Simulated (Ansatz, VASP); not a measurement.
**Two plane-wave programs on Sn**

File POSCAR:

```
Sn
1.0
   -2.0689875426      2.0689875426      1.6933321804
    2.0689875426     -2.0689875426      1.6933321804
    2.0689875426      2.0689875426     -1.6933321804
Sn
1
Direct
    0.0000000000      0.0000000000      0.0000000000
```

File INCAR.step1:

```
SYSTEM = Sn
PREC = Accurate
ENCUT = 520
ISMEAR = -1
SIGMA = 0.05
LREAL = .FALSE.
LASPH = .TRUE.
NELM = 60
NBANDS = 13
GGA = PE
ALGO = Normal
EDIFF = 1E-4
LWAVE = .TRUE.
LCHARG = .FALSE.
```

Contents of INCAR.step2:

```
SYSTEM = Sn
PREC = Accurate
ENCUT = 520
EDIFF = 1E-6
ISMEAR = -1
SIGMA = 0.05
LREAL = .FALSE.
LASPH = .TRUE.
NELM = 60
ALGO = Normal
ISIF = 2
LWAVE = .FALSE.
LCHARG = .TRUE.
METAGGA = R2SCAN
LMIXTAU = .TRUE.
LELF = .TRUE.
LVHAR = .TRUE.
NBANDS = 13
ISTART = 1
```

File KPOINTS:

```
Automatic mesh
0
G
  10 10 10
  0 0 0
```

input.yaml

```yaml
crystal:
  lattice:
    - [-2.0689875426, 2.0689875426, 1.6933321804]
    - [2.0689875426, -2.0689875426, 1.6933321804]
    - [2.0689875426, 2.0689875426, -1.6933321804]
  atoms:
    - { symbol: Sn, position: [0.0, 0.0, 0.0] }
hamiltonian:
  xc: r2scan
  pseudopotentials: { kind: paw }
kpoints:
  mp_grid: { grid: [10, 10, 10] }
scf:
  occupations: { method: fermi_dirac, width: 0.05 }
output:
  forces: true
  stress: true
  eigenvalues: true
```

Alike in both runs: task single point; functional r2SCAN; k mesh 10 × 10 × 10; occupations fermi-dirac, width 0.05 eV; no spin polarisation.

|  | VASP | Ansatz |
| --- | --- | --- |
| version | VASP 6.6.1 | Ansatz 0.2.0 |
| potentials or method | VASP PAW PBE potentials, release 64 (Sn_d) | Ansatz PAW |
| plane-wave cutoff (eV) | 520 | 500 |
| valence electrons in the cell | 14 | 14 |

|  | VASP | Ansatz | Ansatz less VASP |
| --- | --- | --- | --- |
| gap on the k mesh at the Fermi level (eV) | none | none | - |
| pressure (GPa) | -3.0 | -2.9 | +0.02 |
| traceless stress, the component that is largest in VASP (GPa) | -0.12 | -0.13 | -0.009 |

VASP's potentials were made for PBE, not for r2SCAN. A gap of «none» marks a metal or a gap that the smearing closes.
